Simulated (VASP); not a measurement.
Here is a VASP 6.6.1 calculation.

INCAR

```
  PREC = Accurate
  ENCUT = 520
  EDIFF = 1E-6
  ISMEAR = 0
  SIGMA = 0.1
  LREAL = False
  LASPH = True
  NELM = 80
  ALGO = Normal
  ISIF = 2
  LWAVE = False
  LCHARG = False
  GGA = PE
  NBANDS = 16
```

Contents of KPOINTS:

```
regular mesh
0
Gamma
  6 6 6
```

Contents of POSCAR:

```
KSi2
1.0
    0.0000000000      3.4736304618      3.4736304618
    3.4736304618      0.0000000000      3.4736304618
    3.4736304618      3.4736304618      0.0000000000
K Si
1 2
Direct
    0.0000000000      0.0000000000      0.0000000000
    0.2500000000      0.2500000000      0.2500000000
    0.7500000000      0.7500000000      0.7500000000
```

Potentials or basis: VASP PAW PBE potentials, release 64 (K_sv, Si).

Launch:

```sh
$ cat potpaw_PBE.64/K_sv/POTCAR potpaw_PBE.64/Si/POTCAR > POTCAR
$ mpirun -np 1 vasp_std > vasp.out
```

Task: Predict the band gap on the k mesh.

Result: Zero (an odd number of electrons rules out a gap without spin polarisation).

Task: Predict the pressure.

Result: 0.3 GPa.

Caveat: an odd number of electrons without spin polarisation forces a metal; a magnetic or distorted state may lie lower.
